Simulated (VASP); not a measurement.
Here is a VASP 6.6.1 calculation.

INCAR

```
SYSTEM = Cr
  PREC = Accurate
  ENCUT = 500
  EDIFF = 1E-6
  ISMEAR = -1
  SIGMA = 0.06122561905347299
  LREAL = .False.
  LASPH = .True.
  NELM = 120
  ALGO = Normal
  ISIF = 2
  LWAVE = .False.
  LCHARG = .False.
  GGA = PE
  NBANDS = 12
  GGA_COMPAT = .False.
```

KPOINTS

```
Automatic mesh
0
Gamma
  16 16 16
  0 0 0
```

POSCAR

```
Cr
1.0
    2.3547220700      0.0000000000      0.0000000000
    0.0000000000      2.3547220700      0.0000000000
    0.0000000000      0.0000000000      2.3547220700
Cr
1
Direct
    0.0000000000      0.0000000000      0.0000000000
```

Potentials or basis: VASP PAW PBE potentials, release 64 (Cr_pv).

The run is started by

```console
$ cat potpaw_PBE.64/Cr_pv/POTCAR > POTCAR
$ mpirun -np 1 vasp_std > vasp.out
```

Question: Predict the band gap on the k mesh.

Answer: Zero (band 6 reaches 10.43 eV, above the bottom of band 7 at 8.75 eV).

Question: Predict the pressure.

Answer: -3.6 GPa.

Caveat: the run has no spin polarisation, though such a crystal can be magnetic. Spin polarisation is off, so any magnetic state and its effect on volume and gap are missing.
